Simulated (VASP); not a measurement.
# SiC (P1) in VASP: single point with r2SCAN

Aim: the single point of SiC with r2SCAN.

Everything below comes from runs of VASP 6.6.1. Logs are shortened: lines on timing, memory, paths and dates and some standing lists are left out, and cuts for length are marked.

## (1) The cell of the first run

The typed cell holds 4 atoms: a = 3.075 Å, b = 3.075 Å, c = 5.048 Å, α = 90.00°, β = 90.00°, γ = 120.00°.

## (2) Single point, r2SCAN (atom 3 (C) moved by (-0.200, -0.200) A along [1 1 0] and z)

POSCAR

```
SiC
1.0
    3.0751950076      0.0000000000      0.0000000000
   -1.5375975038      2.6631969982      0.0000000000
    0.0000000000      0.0000000000      5.0481668526
Si C
2 2
Direct
    0.3333333333      0.6666666667      0.0046028828
    0.6666666667      0.3333333333      0.5046028828
    0.2607945142      0.6135645656      0.3407787754
    0.6666666667      0.3333333333      0.8803971172
```

INCAR.step1

```
PREC = Accurate ; ENCUT = 520
ISMEAR = 0 ; SIGMA = 0.05
LREAL = False ; LASPH = True
NELM = 60 ; NBANDS = 16
GGA = PE ; ALGO = Normal
EDIFF = 1E-4 ; LWAVE = True
LCHARG = False
```

INCAR.step2

```
PREC = Accurate ; ENCUT = 520
EDIFF = 1E-6 ; ISMEAR = 0
SIGMA = 0.05 ; LREAL = False
LASPH = True ; NELM = 60
ALGO = Normal ; ISIF = 2
LWAVE = False ; LCHARG = True
METAGGA = R2SCAN ; LMIXTAU = True
LELF = True ; LVHAR = True
NBANDS = 16 ; ISTART = 1
```

KPOINTS

```
regular mesh
0
Gamma
  12 12 6
```

Potentials or basis: VASP PAW PBE potentials, release 64 (Si, C).

On the command line:

```bash
> cat potpaw_PBE.64/Si/POTCAR potpaw_PBE.64/C/POTCAR > POTCAR
> cp INCAR.step1 INCAR
> mpirun -np 1 vasp_std > vasp.out
> cp INCAR.step2 INCAR
> mpirun -np 1 vasp_std > vasp.out
```

OUTCAR:

```text
PREC = Accurate
   ENCUT = 520
   EDIFF = 1E-6
   ISMEAR = 0
   LREAL = False
   LASPH = True
   NELM = 60
   ISIF = 2
   METAGGA = R2SCAN
   ISTART = 1

 ion  position               nearest neighbor table
   1  0.333  0.667  0.005-   3 1.71   4 1.88   4 1.88   4 1.88   2 3.09   2 3.09   2 3.09   2 3.09
                             2 3.09   2 3.09
   2  0.667  0.333  0.505-   3 1.79   4 1.90   3 2.01   3 2.09   1 3.09   1 3.09   1 3.09   1 3.09
                             1 3.09   1 3.09
   3  0.261  0.614  0.341-   1 1.71   2 1.79   2 2.01   2 2.09
   4  0.667  0.333  0.880-   1 1.88   1 1.88   1 1.88   2 1.90

  LATTYP: Found a hexagonal cell.
 ALAT       =     3.0751950076
 C/A-ratio  =     1.6415761733

  Lattice vectors:

 A1 = (   3.0751950076,   0.0000000000,   0.0000000000)
 A2 = (  -1.5375975038,   2.6631969982,   0.0000000000)
 A3 = (   0.0000000000,   0.0000000000,   5.0481668526)

Analysis of symmetry for initial positions (statically):
=====================================================================
 Subroutine PRICEL returns:
 Original cell was already a primitive cell.

 Routine SETGRP: Setting up the symmetry group for a
 hexagonal supercell.

 Subroutine GETGRP returns: Found  1 space group operations
 (whereof  1 operations were pure point group operations)
 out of a pool of 24 trial point group operations.

The static configuration has the point symmetry C_1 .

Analysis of symmetry for dynamics (positions and initial velocities):
=====================================================================
 Subroutine PRICEL returns:
 Original cell was already a primitive cell.

 Routine SETGRP: Setting up the symmetry group for a
 hexagonal supercell.

 Subroutine GETGRP returns: Found  1 space group operations
 (whereof  1 operations were pure point group operations)
 out of a pool of 24 trial point group operations.

The dynamic configuration has the point symmetry C_1 .

 Subroutine INISYM returns: Found  1 space group operations
 (whereof  1 operations are pure point group operations),
 and found     1 'primitive' translations

----------------------------------------------------------------------------------------

                                     Primitive cell

  volume of cell :      41.3437

  direct lattice vectors                    reciprocal lattice vectors
     3.075195008  0.000000000  0.000000000     0.325182630  0.187744279  0.000000000
    -1.537597504  2.663196998  0.000000000     0.000000000  0.375488558  0.000000000
     0.000000000  0.000000000  5.048166853     0.000000000  0.000000000  0.198091709

  length of vectors
     3.075195008  3.075195008  5.048166853     0.375488558  0.375488558  0.198091709

  position of ions in fractional coordinates (direct lattice)
     0.333333333  0.666666667  0.004602883
     0.666666667  0.333333333  0.504602883
     0.260794514  0.613564566  0.340778775
     0.666666667  0.333333333  0.880397117

  ion indices of the primitive-cell ions
   primitive index   ion index
                 1           1
                 2           2
                 3           3
                 4           4

----------------------------------------------------------------------------------------

 KPOINTS: regular mesh

Automatic generation of k-mesh.
 Grid dimensions read from file:
 generate k-points for:   12   12    6

 Generating k-lattice:

  Cartesian coordinates                     Fractional coordinates (reciprocal lattice)
     0.027098552  0.015645357  0.000000000     0.083333333 -0.000000000  0.000000000
     0.000000000  0.031290713  0.000000000     0.000000000  0.083333333  0.000000000
     0.000000000  0.000000000  0.033015285     0.000000000  0.000000000  0.166666667

  Length of vectors
     0.031290713  0.031290713  0.033015285

  Shift w.r.t. Gamma in fractional coordinates (k-lattice)
     0.000000000  0.000000000  0.000000000

 Subroutine IBZKPT returns following result:
 ===========================================

 Found    436 irreducible k-points:

 Following reciprocal coordinates:
            Coordinates               Weight
  0.000000  0.000000  0.000000      1.000000
  0.083333  0.000000  0.000000      2.000000
  0.000000  0.083333  0.000000      2.000000
 -0.083333  0.083333  0.000000      2.000000
  0.166667  0.000000  0.000000      2.000000
  0.000000  0.166667  0.000000      2.000000
[... 16 lines left out ...]
  0.166667  0.083333  0.000000      2.000000
 -0.083333  0.250000  0.000000      2.000000
 [... further k-points ...]
   k-points           NKPTS =    436   k-points in BZ     NKDIM =    436   number of bands    NBANDS=     16
   number of dos      NEDOS =    301   number of ions     NIONS =      4
   total plane-waves  NPLWV =  23040
   dimension x,y,z NGX =    24 NGY =   24 NGZ =   40
   dimension x,y,z NGXF=    48 NGYF=   48 NGZF=   80
   ions per type =               2   2
   NGX,Y,Z   is equivalent  to a cutoff of  12.97, 12.97, 13.17 a.u.
   NGXF,Y,Z  is equivalent  to a cutoff of  25.95, 25.95, 26.35 a.u.
 SYSTEM =  unknown system
   PREC   = accura    normal or accurate (medium, high low for compatibility)
   ISTART =      1    job   : 0-new  1-cont  2-samecut
   ICHARG =      0    charge: 1-file 2-atom 10-const
   ISPIN  =      1    spin polarized calculation?
   LNONCOLLINEAR =      F non collinear calculations
   LSORBIT =      F    spin-orbit coupling
   LASPH  =      T    aspherical Exc in radial PAW
   ENCUT  =  520.0 eV  38.22 Ry    6.18 a.u.   5.72  5.72  9.39*2*pi/ulx,y,z
   NELM   =     60;   NELMIN=  2; NELMDL=  0     # of ELM steps
   EDIFF  = 0.1E-05   stopping-criterion for ELM
   LREAL  =      F    real-space projection
   EDIFFG = 0.1E-04   stopping-criterion for IOM
   NSW    =      0    number of steps for IOM
   IBRION =     -1    ionic relax: 0-MD 1-quasi-New 2-CG
   NFREE  =      0    steps in history (QN), initial steepest desc. (CG)
   ISIF   =      2    stress and relaxation
   ISYM   =      2    0-nonsym 1-usesym 2-fastsym
   POTIM  = 0.5000    time-step for ionic-motion
   TEBEG  =    0.0;   TEEND  =   0.0 temperature during run
   PSTRESS=    0.0 pullay stress
   NELECT =      16.0000    total number of electrons
   NUPDOWN=      -1.0000    fix difference up-down
   EMIN   =  10.00;   EMAX   =-10.00  energy-range for DOS
   EFERMI =   0.00;   METHOD = LEGACY
   ISMEAR =     0;   SIGMA  =   0.05  broadening in eV -4-tet -1-fermi 0-gaus
   EFERMI_NEDOS =   21; number of points for ismear=-14 and -15
   IALGO  =     38    algorithm
   IMIX   =      4    mixing-type and parameters
     AMIX     =   0.40;   BMIX     =  1.00
     AMIX_MAG =   1.60;   BMIX_MAG =  1.00
  volume/ion in A,a.u.               =      10.34        69.75
  Fermi-wavevector in a.u.,A,eV,Ry     =   1.193012  2.254466 19.364879  1.423278
  Thomas-Fermi vector in A             =   2.329037
   LORBIT       =      0    0 simple, 1 ext, 2 COOP (PROOUT), +10 PAW based schemes
   METAGGA = R2SCAN    functional components
   LHFCALC =     F    Hartree Fock is set to
   AEXX    =    0.0000 exact exchange contribution
   IVDW    =     0    specifies the selected vdW correction
   LEPSILON=     F    determine dielectric tensor
   LRPA    =     F    only Hartree local field effects (RPA)
 non-spin polarized calculation
 Gauss-broadening in eV      SIGMA  =   0.05
  energy-cutoff  :      520.00
  volume of cell :       41.34
 maximum number of plane-waves:      1126
   NGX = 11   NGY = 11   NGZ = 19

 number of electron      16.0000000 magnetization

 Free energy of the ion-electron system (eV)
  ---------------------------------------------------
  ext. energy  EPLUGINS =         0.00000000
  ---------------------------------------------------
  free energy    TOTEN  =       -37.76167068 eV

  energy without entropy =      -37.76167068  energy(sigma->0) =      -37.76167068

 E-fermi :   8.9767     XC(G=0): -11.9356

 val. band max:        8.7188885365   @ k =   0.0000   0.0000   0.0000
 cond. band min:      10.2305665102   @ k =   0.3333   0.3333   0.0000
 fundamental gap:      1.5116779736
 Fermi energy:         8.9767135879

 k-point     1 :       0.0000    0.0000    0.0000
  band No.  band energies     occupation
      1      -8.2497      2.00000
      2      -4.4308      2.00000
      3      -1.2249      2.00000
      4       6.4808      2.00000
      5       7.0980      2.00000
      6       7.3301      2.00000
[... 8 lines left out ...]
     15      18.5907      0.00000
     16      19.2465      0.00000

 k-point     2 :       0.0833    0.0000    0.0000
  band No.  band energies     occupation
      1      -8.1244      2.00000
      2      -4.3292      2.00000
      3      -1.1099      2.00000
      4       5.8368      2.00000
      5       6.8462      2.00000
      6       7.1697      2.00000
[... 8 lines left out ...]
     15      18.1258      0.00000
     16      18.8752      0.00000

 k-point     3 :       0.0000    0.0833    0.0000
  band No.  band energies     occupation
      1      -8.1266      2.00000
      2      -4.3285      2.00000
      3      -1.1124      2.00000
      4       6.1118      2.00000
      5       6.5328      2.00000
      6       7.2305      2.00000
[... 8 lines left out ...]
     15      18.4892      0.00000
     16      18.8145      0.00000

 k-point     4 :      -0.0833    0.0833    0.0000
  band No.  band energies     occupation
      1      -8.1260      2.00000
      2      -4.3287      2.00000
      3      -1.1117      2.00000
      4       6.0026      2.00000
      5       6.6555      2.00000
      6       7.2243      2.00000
[... 8 lines left out ...]
     15      18.4656      0.00000
     16      18.9845      0.00000
[... 324 lines left out ...]
 k-point    22 :      -0.1667    0.0833    0.0000
  band No.  band energies     occupation
      1      -7.8768      2.00000
      2      -4.1316      2.00000
      3      -0.8853      2.00000
      4       4.9174      2.00000
      5       6.1756      2.00000
      6       6.9609      2.00000
[... 8 lines left out ...]
     15      18.3685      0.00000
     16      18.9589      0.00000

 k-point    23 :       0.1667    0.0833    0.0000
  band No.  band energies     occupation
      1      -7.3886      2.00000
      2      -3.7654      2.00000
      3      -0.4589      2.00000
      4       3.5681      2.00000
      5       5.1691      2.00000
      6       6.1250      2.00000
[... 8 lines left out ...]
     15      18.4812      0.00000
     16      19.3285      0.00000

 k-point    24 :      -0.0833    0.2500    0.0000
  band No.  band energies     occupation
      1      -7.4059      2.00000
      2      -3.7553      2.00000
      3      -0.4757      2.00000
      4       3.8430      2.00000
      5       5.0155      2.00000
      6       6.2859      2.00000
[... 8 lines left out ...]
     15      18.6037      0.00000
     16      19.6127      0.00000

 [... further k-points ...]

------------------------ aborting loop because EDIFF is reached ----------------------------------------

  FORCE on cell =-STRESS in cart. coord.  units (eV):
  Direction    XX          YY          ZZ          XY          YZ          ZX
  --------------------------------------------------------------------------------------
  -------------------------------------------------------------------------------------
  Total        0.6802548     -0.5763448      4.0137097      0.8664306     -0.9827203     -1.4125007
  in kB       26.3616477    -22.3348647    155.5417176     33.5764452    -38.0829743    -54.7380867
  external PRESSURE =      53.1895002 kB  Pullay stress =       0.0000000 kB

 VOLUME and BASIS-vectors are now :
 -----------------------------------------------------------------------------
  energy-cutoff  :      520.00
  volume of cell :       41.34
      direct lattice vectors                 reciprocal lattice vectors
     3.075195008  0.000000000  0.000000000     0.325182630  0.187744279  0.000000000
    -1.537597504  2.663196998  0.000000000     0.000000000  0.375488558  0.000000000
     0.000000000  0.000000000  5.048166853     0.000000000  0.000000000  0.198091709

 POSITION                                       TOTAL-FORCE (eV/Angst)
 -----------------------------------------------------------------------------------
     -0.00000      1.77546      0.02324        -0.087562     -0.084549     -3.125689
      1.53760      0.88773      2.54732        -2.239570     -1.548249     -1.336905
     -0.14142      1.63404      1.72031         2.344291      1.629221      5.774060
      1.53760      0.88773      4.44439        -0.017159      0.003577     -1.311466
 -----------------------------------------------------------------------------------
    total drift:                                0.000006      0.000042     -0.000151

  FREE ENERGIE OF THE ION-ELECTRON SYSTEM (eV)
  ---------------------------------------------------
  free  energy   TOTEN  =       -37.7616706800 eV

  energy  without entropy=      -37.7616706800  energy(sigma->0) =      -37.76167068
```

It took 18 min on 1 thread of AMD EPYC 7R43 (Zen 3), shared host; peak memory 0.31 GiB.

Results:

- Free energy: -37.7617 eV
- Pressure: 5.3 GPa
- Largest force: 6.441 eV/Å
- Band gap on the k mesh: 1.51 eV (least direct gap 3.98 eV)

Forces on the atoms (eV/Å):
```
Si  -0.088 -0.085 -3.126
Si  -2.240 -1.548 -1.337
C    2.344  1.629  5.774
C   -0.017  0.004 -1.311
```

Caveat: the cell differs from its parent crystal (atom 3 (C) moved by (-0.200, -0.200) A along [1 1 0] and z); the stress differs along the axes, from -2 to 16 GPa; the PAW data sets were made with another functional, which shifts forces and pressure a little.
